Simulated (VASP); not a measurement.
Rh, 4 atoms in the cell. The structure is hexagonal, space group P6_3/mmc (No. 194). The conventional cell has a = 2.692 Å, b = 2.692 Å, c = 8.798 Å, α = 90.00°, β = 90.00°, γ = 120.00°. Within 3.5 Å of Rh (site symmetry -6m2) lie 12 Rh at 2.69 Å. Within 3.5 Å of Rh (site symmetry -3m) lie 12 Rh at 2.69 Å. 

| Quantity | Value |
| --- | --- |
| Program | VASP 6.6.1 |
| Task | density of states |
| Functional | PBEsol |
| Potentials or basis | VASP PAW PBE potentials, release 64 (Rh_pv) |
| Cutoff | 520 eV |
| k mesh | 6 × 6 × 2 |
| Occupations | fermi-dirac, width 0.05 eV |
| Spin | no spin polarisation |
| Dipole correction | no |
| k mesh for the DOS | 9 × 9 × 3 |
| Occupations for the DOS | tetrahedron |
| Further INCAR settings | ALGO = Normal; EDIFF = 1e-07 |

Potentials or basis: VASP PAW PBE potentials, release 64 (Rh_pv).

Command:

```console
$ cat potpaw_PBE.64/Rh_pv/POTCAR > POTCAR
$ cp INCAR.step1 INCAR
$ cp KPOINTS.step1 KPOINTS
$ mpirun -np 1 vasp_std > vasp.out
$ cp INCAR.step2 INCAR
$ cp KPOINTS.step2 KPOINTS
$ mpirun -np 1 vasp_std > vasp.out
```

Hardware: 1 thread of Intel Xeon 6975P-C (shared host).

Q: How long does it take, and how much memory?

A: Wall time 57 s on 1 thread of Intel Xeon 6975P-C, on a shared host, peak memory 0.17 GiB. Counts: k points 24.
